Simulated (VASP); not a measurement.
# BN (P6_3/mmc) in VASP: notebook, part 2 of 2

VASP 6.6.1. Earlier steps stand in the parts before.

**3. Vibrations by perturbation theory, PBEsol**

This run uses another cell than the first one, of 7.79 Å³/atom.

Input file INCAR:

```
SYSTEM = BN
PREC = Accurate
ENCUT = 520
EDIFF = 1E-8
ISMEAR = 0
SIGMA = 0.01
LREAL = .False.
LASPH = .True.
NELM = 100
ALGO = Normal
ISIF = 2
LWAVE = .False.
LCHARG = .False.
GGA = PS
IBRION = 8
NSW = 1
LEPSILON = .True.
```

Input file KPOINTS:

```
regular mesh
0
Gamma
  12 12 4
  0 0 0
```

Input file POSCAR:

```
BN
1.0
    2.4901110406      0.0000000000      0.0000000000
   -1.2450555203      2.1564994194      0.0000000000
    0.0000000000      0.0000000000      5.8032738657
B N
2 2
Direct
    0.3333333333      0.6666666667      0.2500000000
    0.6666666667      0.3333333333      0.7500000000
    0.3333333333      0.6666666667      0.7500000000
    0.6666666667      0.3333333333      0.2500000000
```

Potentials or basis: VASP PAW PBE potentials, release 64 (B, N).

Launch:

```sh
cat potpaw_PBE.64/B/POTCAR potpaw_PBE.64/N/POTCAR > POTCAR
mpirun -np 1 vasp_std > vasp.out
```

OUTCAR:

```text
SYSTEM = BN
   PREC = Accurate
   ENCUT = 520
   EDIFF = 1E-8
   ISMEAR = 0
   LREAL = .False.
   LASPH = .True.
   NELM = 100
   ISIF = 2
   GGA = PS
   IBRION = 8
   NSW = 1
   LEPSILON = .True.

 ion  position               nearest neighbor table
   1  0.333  0.667  0.250-   4 1.44   4 1.44   4 1.44
   2  0.667  0.333  0.750-   3 1.44   3 1.44   3 1.44
   3  0.333  0.667  0.750-   2 1.44   2 1.44   2 1.44
   4  0.667  0.333  0.250-   1 1.44   1 1.44   1 1.44
[... 792 lines left out ...]
             X         Y         Z           dx          dy          dz
     -0.000000  1.437666  1.450818    -0.000000   -0.000000    0.466676
      1.245056  0.718833  4.352455    -0.000000   -0.000000    0.466676
     -0.000000  1.437666  4.352455    -0.000000   -0.000000    0.531238
      1.245056  0.718833  1.450818    -0.000000   -0.000000    0.531238

--------------------------------------------------------------------------------------------------------

 MACROSCOPIC STATIC DIELECTRIC TENSOR IONIC CONTRIBUTION
 ------------------------------------------------------
           1.978775    -0.000000    -0.000000
          -0.000000     1.978775     0.000000
          -0.000000     0.000000     1.570884
 ------------------------------------------------------

 ELASTIC MODULI CONTR FROM IONIC RELAXATION (kBar)
 Direction    XX          YY          ZZ          XY          YZ          ZX
 --------------------------------------------------------------------------------
 XX        -588.2435    588.2435      0.0000     -0.0000      0.0000     -0.0000
 YY         588.2435   -588.2435     -0.0000      0.0000      0.0000      0.0000
 ZZ           0.0000     -0.0000     -0.0000      0.0000      0.0000      0.0000
 XY          -0.0000      0.0000      0.0000   -588.2435      0.0000      0.0000
 YZ           0.0000      0.0000      0.0000      0.0000      0.0000      0.0000
 ZX          -0.0000      0.0000      0.0000      0.0000      0.0000     -0.0000
 --------------------------------------------------------------------------------

 PIEZOELECTRIC TENSOR IONIC CONTR  for field in x, y, z        (C/m^2)
          XX          YY          ZZ          XY          YZ          ZX
  --------------------------------------------------------------------------------
  x    -0.00000     0.00000     0.00000     0.00000     0.00000     0.00000
  y     0.00000     0.00000    -0.00000     0.00000     0.00000    -0.00000
  z    -0.00000     0.00000    -0.00000     0.00000     0.00000    -0.00000
```

OSZICAR:

```text
N       E                     dE             d eps       ncg     rms          rms(c)
DAV:   1     0.580927417996E+02    0.58093E+02   -0.84859E+03  1376   0.125E+03
DAV:   2    -0.361871762655E+02   -0.94280E+02   -0.86623E+02  2012   0.269E+02
DAV:   3    -0.397657474565E+02   -0.35786E+01   -0.35584E+01  1732   0.539E+01
DAV:   4    -0.397950311485E+02   -0.29284E-01   -0.29272E-01  1668   0.525E+00
[... 182 lines left out ...]
RMM:   7    -0.266814379042E+00    0.24193E-04    0.42520E-07  2653   0.375E-03    0.228E-04
RMM:   8    -0.266814000285E+00    0.37876E-06   -0.41401E-08  2996   0.708E-04    0.334E-05
RMM:   9    -0.266814451098E+00   -0.45081E-06    0.47023E-08  2939   0.960E-05    0.186E-05
RMM:  10    -0.266814539918E+00   -0.88820E-07    0.55418E-10  2919   0.520E-05    0.163E-06
RMM:  11    -0.266814540930E+00   -0.10124E-08    0.17328E-08  2866   0.167E-05    0.773E-07
 Linear response finished
```

stdout:

```text
POSCAR found type information on POSCAR B N
 POSCAR found :  2 types and       4 ions
 scaLAPACK will be used
 -----------------------------------------------------------------------------
|                                                                             |
|                                                                             |
[... 47 lines left out ...]
 first order change of Fermi-energy  -0.16410E-02
 force on displaced ion       3 direction 1 : -43.671   0.002   0.000
 Born effective charge ion    3 direction 1 :  -2.717   0.000   0.000
 Linear response progress:
 first order change of Fermi-energy   0.27347E-04
 force on displaced ion       3 direction 3 :  -0.000   0.000 -12.948
 Born effective charge ion    3 direction 3 :   0.000  -0.000  -1.172
 Born effective charges drift removed
 Linear response finished
```

It took 6.4 min on 1 thread of Intel Xeon Platinum 8488C (Sapphire Rapids), shared host; peak memory 0.34 GiB.

Results:

- Electronic dielectric tensor (diagonal): 5.25, 5.25, 3.66
- Born charges (mean of the diagonal): B +2.20; N -2.20 e
- Highest phonon frequency at Γ, LO-TO splitting left out: 1392 cm⁻¹

Phonon frequencies in cm⁻¹ (negative: imaginary):
```csv
q point,frequencies
"(0.000, 0.000, 0.000)",0 0 0 86 86 211 673 784 1390 1390 1392 1392
```

Electronic dielectric tensor:
```
5.25 0.00 0.00
0.00 5.25 0.00
0.00 0.00 3.66
```

Born effective charge tensors (e):
atom 1, B
```
2.72 0.00 0.00
0.00 2.72 0.00
0.00 0.00 1.17
```
atom 2, B
```
2.72 0.00 0.00
0.00 2.72 0.00
0.00 0.00 1.17
```
atom 3, N
```
-2.72  0.00  0.00
 0.00 -2.72  0.00
 0.00  0.00 -1.17
```
atom 4, N
```
-2.72  0.00  0.00
 0.00 -2.72  0.00
 0.00  0.00 -1.17
```

Caveat: the cell stands under pressure or tension, which shifts response properties; the PAW data sets were made with another functional, which shifts forces and pressure a little.

**4. Vibrations by perturbation theory, PBEsol**

This run uses another cell than the first one, of 8.45 Å³/atom.

Input file INCAR:

```
  PREC = Accurate
  ENCUT = 520
  EDIFF = 1E-8
  ISMEAR = 0
  SIGMA = 0.01
  LREAL = False
  LASPH = True
  NELM = 100
  ALGO = Normal
  ISIF = 2
  LWAVE = False
  LCHARG = False
  GGA = PS
  NBANDS = 16
  IBRION = 8
  NSW = 1
  LEPSILON = True
```

Input file KPOINTS:

```
regular mesh
0
Gamma
  12 12 4
```

Input file POSCAR:

```
BN
1.0
    2.4984625992      0.0000000000      0.0000000000
   -1.2492312996      2.1637320813      0.0000000000
    0.0000000000      0.0000000000      6.2492234470
B N
2 2
Direct
    0.3333333333      0.6666666667      0.2500000000
    0.6666666667      0.3333333333      0.7500000000
    0.3333333333      0.6666666667      0.7500000000
    0.6666666667      0.3333333333      0.2500000000
```

Potentials or basis: VASP PAW PBE potentials, release 64 (B, N).

Launch:

```sh
cat potpaw_PBE.64/B/POTCAR potpaw_PBE.64/N/POTCAR > POTCAR
mpirun -np 1 vasp_std > vasp.out
```

OUTCAR:

```text
PREC = Accurate
   ENCUT = 520
   EDIFF = 1E-8
   ISMEAR = 0
   LREAL = False
   LASPH = True
   NELM = 100
   ISIF = 2
   GGA = PS
   IBRION = 8
   NSW = 1
   LEPSILON = True

 ion  position               nearest neighbor table
   1  0.333  0.667  0.250-   4 1.44   4 1.44   4 1.44
   2  0.667  0.333  0.750-   3 1.44   3 1.44   3 1.44
   3  0.333  0.667  0.750-   2 1.44   2 1.44   2 1.44
   4  0.667  0.333  0.250-   1 1.44   1 1.44   1 1.44

  LATTYP: Found a hexagonal cell.
 ALAT       =     2.4984625992
 C/A-ratio  =     2.5012275345

  Lattice vectors:

 A1 = (   2.4984625992,   0.0000000000,   0.0000000000)
 A2 = (  -1.2492312996,   2.1637320813,   0.0000000000)
 A3 = (   0.0000000000,   0.0000000000,   6.2492234470)
[... 792 lines left out ...]
  3Z     0.000000    0.000000   -0.946933    0.000000    0.000000   12.548510   -0.000000    0.000000  -13.254349    0.000000    0.000000    1.652773
  4X    42.281086    0.000000    0.000000    0.019393   -0.000000    0.000000    0.117660    0.000000    0.000000  -42.418139    0.000000    0.000000
  4Y    -0.000000   42.281086    0.000000    0.000000    0.019393    0.000000    0.000000    0.117660    0.000000    0.000000  -42.418139    0.000000
  4Z     0.000000    0.000000   12.548510    0.000000    0.000000   -0.946933    0.000000    0.000000    1.652773   -0.000000    0.000000  -13.254349

 Eigenvectors and eigenvalues of the dynamical matrix
 ----------------------------------------------------

   1 f  =   41.178349 THz   258.731200 2PiTHz 1373.561886 cm-1   170.299893 meV
             X         Y         Z           dx          dy          dz
     -0.000000  1.442488  1.562306     0.530634   -0.000013    0.000000
      1.249231  0.721244  4.686918    -0.530634    0.000013    0.000000
     -0.000000  1.442488  4.686918     0.467363   -0.000011   -0.000000
      1.249231  0.721244  1.562306    -0.467363    0.000011    0.000000
[... 71 lines left out ...]
  12 f/i=    0.005279 THz     0.033167 2PiTHz    0.176078 cm-1     0.021831 meV
             X         Y         Z           dx          dy          dz
     -0.000000  1.442488  1.562306     0.000000   -0.000000    0.466623
      1.249231  0.721244  4.686918     0.000000   -0.000000    0.466623
     -0.000000  1.442488  4.686918     0.000000   -0.000000    0.531284
      1.249231  0.721244  1.562306     0.000000   -0.000000    0.531284

--------------------------------------------------------------------------------------------------------

 MACROSCOPIC STATIC DIELECTRIC TENSOR IONIC CONTRIBUTION
 ------------------------------------------------------
           1.863398    -0.000000    -0.000000
          -0.000000     1.863398    -0.000000
          -0.000000    -0.000000     0.748880
 ------------------------------------------------------

 ELASTIC MODULI CONTR FROM IONIC RELAXATION (kBar)
 Direction    XX          YY          ZZ          XY          YZ          ZX
 --------------------------------------------------------------------------------
 XX        -489.8330    489.8330      0.0000      0.0000      0.0000      0.0000
 YY         489.8330   -489.8330     -0.0000     -0.0000     -0.0000      0.0000
 ZZ           0.0000     -0.0000     -0.0000      0.0000      0.0000      0.0000
 XY           0.0000     -0.0000      0.0000   -489.8330     -0.0000      0.0000
 YZ           0.0000     -0.0000      0.0000     -0.0000     -0.0000      0.0000
 ZX           0.0000      0.0000      0.0000      0.0000      0.0000      0.0000
 --------------------------------------------------------------------------------

 PIEZOELECTRIC TENSOR IONIC CONTR  for field in x, y, z        (C/m^2)
          XX          YY          ZZ          XY          YZ          ZX
  --------------------------------------------------------------------------------
  x     0.00000    -0.00000    -0.00000     0.00000     0.00000     0.00000
  y    -0.00000     0.00000     0.00000    -0.00000     0.00000     0.00000
  z    -0.00000     0.00000    -0.00000    -0.00000    -0.00000     0.00000
```

Run time: 9.5 min. Hardware: 1 thread of Intel Xeon Platinum 8488C (Sapphire Rapids), shared host; peak memory 0.42 GiB.

Results:

* Electronic dielectric tensor (diagonal): 5.02, 5.02, 3.08
* Born charges (mean of the diagonal): B +2.11; N -2.11 e
* Highest phonon frequency at Γ, LO-TO splitting left out: 1374 cm⁻¹

Phonon frequencies in cm⁻¹ (negative: imaginary):
| q point | frequencies |
| --- | --- |
| (0.000, 0.000, 0.000) | 0 0 0 59 59 146 719 789 1373 1373 1374 1374 |

Electronic dielectric tensor:
```
5.02 0.00 0.00
0.00 5.02 0.00
0.00 0.00 3.08
```

Born effective charge tensors (e):
atom 1, B
```
2.71 0.00 0.00
0.00 2.71 0.00
0.00 0.00 0.90
```
atom 2, B
```
2.71 0.00 0.00
0.00 2.71 0.00
0.00 0.00 0.90
```
atom 3, N
```
-2.71  0.00  0.00
 0.00 -2.71  0.00
 0.00  0.00 -0.90
```
atom 4, N
```
-2.71  0.00  0.00
 0.00 -2.71  0.00
 0.00  0.00 -0.90
```

Caveat: the cell stands under pressure or tension, which shifts response properties; the PAW data sets were made with another functional, which shifts forces and pressure a little; this functional lacks dispersion, which binds layers or chains, so the pressure and a relaxed spacing across them are unreliable.
